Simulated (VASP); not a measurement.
HfO2:

```
Hf O
1.0
     0.00000    2.55750    2.55750
     2.55750    0.00000    2.55750
     2.55750    2.55750    0.00000
Hf O
1 2
Direct
  0.00000 0.00000 0.00000
  0.25000 0.25000 0.25000
  0.75000 0.75000 0.75000
```

* Program: VASP 6.6.1
* Task: relaxation of cell and atoms
* Functional: r2SCAN
* Potentials or basis: VASP PAW PBE potentials, release 64 (Hf_pv, O)
* Cutoff: 600 eV
* k mesh: 8 × 8 × 8
* Occupations: fermi-dirac, width 0.01 eV
* Spin: no spin polarisation

At the start: pressure -12.3 GPa; volume 11.15 Å³/atom.

Task: Where does the relaxation end?

Result: Over 3 steps the energy falls by 21.4 meV/atom and the volume is 10.63 Å³/atom (-4.7 %); space group Fm-3m (No. 225, to 0.1 Å) before and after.

Step by step:
```csv
step,energy change (eV),largest force (eV/Å),pressure (GPa),volume (Å³)
1,0.0000,0.0000,-12.35,33.46
2,0.1127,0.0000,25.53,29.47
3,-0.0642,0.0000,-0.34,31.88
```

Final structure:
```yaml
crystal:
  lattice:
    - [0.00000, 2.51677, 2.51677]
    - [2.51677, 0.00000, 2.51677]
    - [2.51677, 2.51677, 0.00000]
  atoms:
    - { symbol: Hf, position: [0.00000, 0.00000, 0.00000] }
    - { symbol: O, position: [0.25000, 0.25000, 0.25000] }
    - { symbol: O, position: [0.75000, 0.75000, 0.75000] }
```

Caveat: the PAW data sets were made with another functional, which shifts forces and pressure a little.
